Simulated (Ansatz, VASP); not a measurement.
## Two plane-wave programs on KCl

Contents of POSCAR:

```
KCl
1.0
    3.8921695860      0.0000000000      0.0000000000
    0.0000000000      3.8921695860      0.0000000000
    0.0000000000      0.0000000000      3.8921695860
K Cl
1 1
Direct
    0.0000000000      0.0000000000      0.0000000000
    0.5000000000      0.5000000000      0.5000000000
```

Contents of INCAR.step1:

```
SYSTEM = KCl
ALGO = Normal
EDIFF = 1E-4
ENCUT = 520
GGA = PE
ISMEAR = 0
LASPH = .TRUE.
LCHARG = .FALSE.
LREAL = .FALSE.
LWAVE = .TRUE.
NBANDS = 15
NELM = 100
PREC = Accurate
SIGMA = 0.02
```

File INCAR.step2:

```
SYSTEM = KCl
ALGO = Normal
EDIFF = 1E-6
ENCUT = 520
ISIF = 2
ISMEAR = 0
ISTART = 1
LASPH = .TRUE.
LCHARG = .TRUE.
LELF = .TRUE.
LMIXTAU = .TRUE.
LREAL = .FALSE.
LVHAR = .TRUE.
LWAVE = .FALSE.
METAGGA = R2SCAN
NBANDS = 15
NELM = 100
PREC = Accurate
SIGMA = 0.02
```

Contents of KPOINTS:

```
k-points
0
G
  6 6 6
  0 0 0
```

Input for Ansatz:

```yaml
crystal:
  lattice:
    - [3.892169586, 0.0, 0.0]
    - [0.0, 3.892169586, 0.0]
    - [0.0, 0.0, 3.892169586]
  atoms:
    - { symbol: K, position: [0.0, 0.0, 0.0] }
    - { symbol: Cl, position: [0.5, 0.5, 0.5] }
basis:
  ecutwfc: 500
kpoints:
  mp_grid: { grid: [6, 6, 6] }
hamiltonian:
  xc: r2scan
scf:
  occupations: { method: gaussian, width: 0.02 }
output:
  forces: true
  stress: true
  eigenvalues: true
```

Alike in both runs: task single point; functional r2SCAN; k mesh 6 × 6 × 6; occupations gaussian, width 0.02 eV; no spin polarisation.

|  | VASP | Ansatz |
| --- | --- | --- |
| version | VASP 6.6.1 | Ansatz 0.2.0 |
| potentials or method | VASP PAW PBE potentials, release 64 (K_sv, Cl), cutoff 520 eV | scalar-relativistic, plane waves, PAW |
| valence electrons in the cell | 16 | 16 |

|  | VASP | Ansatz | Ansatz less VASP |
| --- | --- | --- | --- |
| gap on the k mesh at the Fermi level (eV) | 5.38 | 5.37 | -0.005 |
| least direct gap on the mesh (eV) | 5.58 | 5.57 | -0.006 |
| pressure (GPa) | -1.8 | -1.7 | +0.05 |

VASP's potentials were made for PBE, not for r2SCAN. With one functional, cell and mesh, what is left measures potentials, basis and numerics.
